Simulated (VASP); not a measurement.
# TiN (Fm-3m) in VASP: a series of runs, part 2 of 2

VASP 6.6.1. Earlier steps stand in the parts before.

### 3 Single point, LDA

INCAR reads:

```
SYSTEM = TiN
PREC = Accurate
ENCUT = 1330
EDIFF = 1E-6
ISMEAR = -1
SIGMA = 0.15
LREAL = .FALSE.
LASPH = .TRUE.
NELM = 120
ALGO = Normal
ISIF = 2
LWAVE = .FALSE.
LCHARG = .FALSE.
GGA = CA
NBANDS = 16
GGA_COMPAT = .FALSE.
```

KPOINTS reads:

```
Automatic mesh
0
G
  18 18 18
  0 0 0
```

POSCAR reads:

```
TiN
1.0
    0.0000000000      2.0864455354      2.0864455354
    2.0864455354      0.0000000000      2.0864455354
    2.0864455354      2.0864455354      0.0000000000
Ti N
1 1
Direct
    0.0000000000      0.0000000000      0.0000000000
    0.5000000000      0.5000000000      0.5000000000
```

Potentials or basis: VASP PAW LDA potentials, release 64 (Ti_sv, N_h).

Started as:

```console
$ cat potpaw_LDA.64/Ti_sv/POTCAR potpaw_LDA.64/N_h/POTCAR > POTCAR
$ mpirun -np 1 vasp_std > vasp.out
```

OUTCAR:

```text
SYSTEM = TiN
   PREC = Accurate
   ENCUT = 1330
   EDIFF = 1E-6
   ISMEAR = -1
   LREAL = .FALSE.
   LASPH = .TRUE.
   NELM = 120
   ISIF = 2
   GGA = CA

 ion  position               nearest neighbor table
   1  0.000  0.000  0.000-   2 2.09   2 2.09   2 2.09   2 2.09   2 2.09   2 2.09
   2  0.500  0.500  0.500-   1 2.09   1 2.09   1 2.09   1 2.09   1 2.09   1 2.09

  LATTYP: Found a face centered cubic cell.
 ALAT       =     4.1728910708

  Lattice vectors:

 A1 = (   0.0000000000,   2.0864455354,   2.0864455354)
 A2 = (   2.0864455354,   0.0000000000,   2.0864455354)
 A3 = (   2.0864455354,   2.0864455354,   0.0000000000)

Analysis of symmetry for initial positions (statically):
=====================================================================
 Subroutine PRICEL returns:
 Original cell was already a primitive cell.

 Routine SETGRP: Setting up the symmetry group for a
 face centered cubic supercell.

 Subroutine GETGRP returns: Found 48 space group operations
 (whereof 48 operations were pure point group operations)
 out of a pool of 48 trial point group operations.

The static configuration has the point symmetry O_h .

Analysis of symmetry for dynamics (positions and initial velocities):
=====================================================================
 Subroutine PRICEL returns:
 Original cell was already a primitive cell.

 Routine SETGRP: Setting up the symmetry group for a
 face centered cubic supercell.

 Subroutine GETGRP returns: Found 48 space group operations
 (whereof 48 operations were pure point group operations)
 out of a pool of 48 trial point group operations.

The dynamic configuration has the point symmetry O_h .

 Subroutine INISYM returns: Found 48 space group operations
 (whereof 48 operations are pure point group operations),
 and found     1 'primitive' translations

----------------------------------------------------------------------------------------
[... 110 lines left out ...]
   IALGO  =     38    algorithm
   IMIX   =      4    mixing-type and parameters
     AMIX     =   0.40;   BMIX     =  1.00
     AMIX_MAG =   1.60;   BMIX_MAG =  1.00
  volume/ion in A,a.u.               =       9.08        61.29
  Fermi-wavevector in a.u.,A,eV,Ry     =   1.601305  3.026028 34.887760  2.564178
  Thomas-Fermi vector in A             =   2.698304
   LORBIT       =      0    0 simple, 1 ext, 2 COOP (PROOUT), +10 PAW based schemes
   GGA     = CA    functional components
   LHFCALC =     F    Hartree Fock is set to
   AEXX    =    0.0000 exact exchange contribution
   IVDW    =     0    specifies the selected vdW correction
   LEPSILON=     F    determine dielectric tensor
   LRPA    =     F    only Hartree local field effects (RPA)
 non-spin polarized calculation
  energy-cutoff  :     1330.00
  volume of cell :       18.17
 maximum number of plane-waves:      2017
   NGX = 17   NGY = 17   NGZ = 17

 number of electron      17.0000000 magnetization

 Free energy of the ion-electron system (eV)
  ---------------------------------------------------
  ext. energy  EPLUGINS =         0.00000000
  ---------------------------------------------------
  free energy    TOTEN  =       -21.70518806 eV

  energy without entropy =      -21.64640552  energy(sigma->0) =      -21.67579679

 E-fermi :  12.2244     XC(G=0): -13.6603

 val. band max:       12.2049169577   @ k =   0.5000   0.2222   0.0000
 cond. band min:      12.2473841942   @ k =   0.1111   0.0556   0.0000
 fundamental gap:      0.0424672366
 Fermi energy:        12.2243839064

 k-point     1 :       0.0000    0.0000    0.0000
  band No.  band energies     occupation
      1     -44.8256      2.00000
      2     -21.1418      2.00000
      3     -21.1418      2.00000
      4     -21.1418      2.00000
      5      -4.8833      2.00000
      6      10.1848      2.00000
[... 433 lines left out ...]
      3     -21.2006      2.00000
      4     -21.1631      2.00000
      5      -3.7321      2.00000
      6       6.6262      2.00000
[... 8 lines left out ...]
     15      25.6273      0.00000
     16      29.8714      0.00000

 [... further k-points ...]

------------------------ aborting loop because EDIFF is reached ----------------------------------------

  FORCE on cell =-STRESS in cart. coord.  units (eV):
  Direction    XX          YY          ZZ          XY          YZ          ZX
  --------------------------------------------------------------------------------------
  -------------------------------------------------------------------------------------
  Total        0.1159397      0.1159397      0.1159397      0.0000000     -0.0000000      0.0000000
  in kB       10.2256676     10.2256676     10.2256676      0.0000000     -0.0000000      0.0000000
  external PRESSURE =      10.2256676 kB  Pullay stress =       0.0000000 kB

 VOLUME and BASIS-vectors are now :
 -----------------------------------------------------------------------------
  energy-cutoff  :     1330.00
  volume of cell :       18.17
      direct lattice vectors                 reciprocal lattice vectors
     0.000000000  2.086445535  2.086445535    -0.239642009  0.239642009  0.239642009
     2.086445535  0.000000000  2.086445535     0.239642009 -0.239642009  0.239642009
     2.086445535  2.086445535  0.000000000     0.239642009  0.239642009 -0.239642009

 POSITION                                       TOTAL-FORCE (eV/Angst)
 -----------------------------------------------------------------------------------
      0.00000      0.00000      0.00000         0.000000     -0.000000     -0.000000
      2.08645      2.08645      2.08645        -0.000000      0.000000      0.000000
 -----------------------------------------------------------------------------------
    total drift:                                0.000000      0.000000      0.000000

  FREE ENERGIE OF THE ION-ELECTRON SYSTEM (eV)
  ---------------------------------------------------
  free  energy   TOTEN  =       -21.7051880574 eV

  energy  without entropy=      -21.6464055192  energy(sigma->0) =      -21.67579679
```

Run time: 2.5 min. Hardware: 1 thread of Intel Xeon Platinum 8488C (Sapphire Rapids), shared host; peak memory 0.35 GiB.

Results:

* Free energy: -21.7052 eV
* Pressure: 1.0 GPa
* Band gap on the k mesh: zero (an odd number of electrons rules out a gap without spin polarisation)

Caveat: an odd number of electrons without spin polarisation forces a metal; a magnetic or distorted state may lie lower.

### 4 Single point, LDA

INCAR, as its differences from that of step 3:

```diff
@@ -4,4 +4,4 @@
 EDIFF = 1E-6
-ISMEAR = -1
-SIGMA = 0.15
+ISMEAR = 0
+SIGMA = 0.1
 LREAL = .FALSE.
@@ -13,3 +13,2 @@
 LCHARG = .FALSE.
-GGA = CA
 NBANDS = 16
```

KPOINTS reads:

```
regular mesh
0
G
  18 18 18
  0 0 0
```

POSCAR reads:

```
TiN
1.0
    0.0000000000      2.0857264481      2.0857264481
    2.0857264481      0.0000000000      2.0857264481
    2.0857264481      2.0857264481      0.0000000000
Ti N
1 1
Direct
    0.0000000000      0.0000000000      0.0000000000
    0.5000000000      0.5000000000      0.5000000000
```

Started as:

```console
$ cat potpaw_LDA.64/Ti_sv/POTCAR potpaw_LDA.64/N_h/POTCAR > POTCAR
$ mpirun -np 1 vasp_std > vasp.out
```

It took 3.3 min on 1 thread of Intel Xeon Platinum 8375C at 2.90GHz (Ice Lake), shared host; peak memory 0.35 GiB.

The run converged. Its results:

```
Free energy            : -21.6776 eV
Pressure               : 1.0 GPa
Band gap on the k mesh : zero (an odd number of electrons rules out a gap without spin polarisation)
```

Levels at points of the mesh, in eV from the Fermi level:
```
           k point  band 7  band 8  band 9  band 10  band 11  band 12
(0.00, 0.00, 0.00)   -2.06   -2.06   -0.68    -0.68    -0.68     0.61
(0.50, 0.00, 0.00)   -5.73   -5.73    1.83     1.83     2.57     6.16
(0.50, 0.50, 0.00)   -3.32   -3.24   -3.24     1.77     2.60     2.60
```

Caveat: an odd number of electrons without spin polarisation forces a metal; a magnetic or distorted state may lie lower.

### 5 Summary

| cell | k mesh | smearing | gap on the mesh (eV) | pressure (GPa) |
| --- | --- | --- | --- | --- |
| a = 2.951 Å, angles 60.0°, 2 atoms | 8 × 8 × 8 | gaussian 0.1 eV | none | 0.9 |
| a = 2.951 Å, angles 60.0°, 2 atoms | 18 × 18 × 18 | fermi-dirac 0.15 eV | none | 1.0 |
| a = 2.950 Å, angles 60.0°, 2 atoms | 18 × 18 × 18 | gaussian 0.1 eV | none | 1.0 |

Alike in all rows: task single point; level LDA; potentials or basis VASP PAW LDA potentials, release 64 (Ti_sv, N_h); no spin polarisation; cutoff (eV) 1330.

Caveats: an odd number of electrons without spin polarisation forces a metal; a magnetic or distorted state may lie lower.

Total energies depend on the potentials used, so only differences within one code and one set of settings carry meaning.

The gap in the log of VASP goes by the Fermi energy; the results here count the filled bands.